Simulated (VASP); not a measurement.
Re: single point with r2SCAN

Re:

```
CELL_PARAMETERS angstrom
2.75983 0.00000 0.00000
-1.37991 2.39008 0.00000
0.00000 0.00000 4.45723
ATOMIC_POSITIONS crystal
Re 0.33333 0.66667 0.25000
Re 0.66667 0.33333 0.75000
```

```json
{"Program": "VASP 6.6.1", "Task": "single point", "Functional": "r2SCAN", "Potentials or basis": "VASP PAW PBE potentials, release 64 (Re)", "Cutoff": "520 eV", "k mesh": "13 × 13 × 7", "Occupations": "methfessel-paxton, width 1 eV", "Spin": "no spin polarisation"}
```

```json
{
  "Pressure": "-0.2 GPa",
  "Band gap on the k mesh": "zero (bands 7 and 8 overlap by 2.81 eV)"
}
```

Stress tensor (GPa, compression positive):
```
 0.11  0.00  0.00
 0.00  0.11  0.00
 0.00  0.00 -0.75
```

Levels at points of the mesh, in eV from the Fermi level:
```
           k point  band 5  band 6  band 7  band 8  band 9  band 10
(0.00, 0.00, 0.00)   -1.64   -0.78   -0.78    0.21    0.21     0.54
```

Run time: 70 s on 1 thread of Intel(R) Xeon(R) 6975P-C (Granite Rapids), on a shared host, peak memory 0.17 GiB.

Caveat: so wide a smearing shifts energies and pressures; the PAW data sets were made with another functional, which shifts forces and pressure a little; spin-orbit coupling is left out, which moves the levels of the heavy elements.
